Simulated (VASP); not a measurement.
Nb:

```
CELL_PARAMETERS angstrom
-1.62998 1.62998 1.62998
1.62998 -1.62998 1.62998
1.62998 1.62998 -1.62998
ATOMIC_POSITIONS crystal
Nb 0.00000 0.00000 0.00000
```

This cell differs from its parent crystal: volume scaled by 0.94.

Base run:

```yaml
Program: VASP 6.6.1
Functional: PBE
Potentials_or_basis: VASP PAW PBE potentials, release 64 (Nb_sv)
Cutoff: 520 eV
k_mesh: 11 × 11 × 11
Occupations: fermi-dirac, width 0.05 eV
Spin: no spin polarisation
```

Its results: pressure 8.9 GPa.

Problem. The run is repeated on the same cell with these changes: functional from PBE to r2SCAN; cutoff from 520 eV to 550 eV. What comes out?

Solution. Pressure 8.2 GPa.

Caveats: the PAW data sets were made with another functional, which shifts forces and pressure a little (some runs).
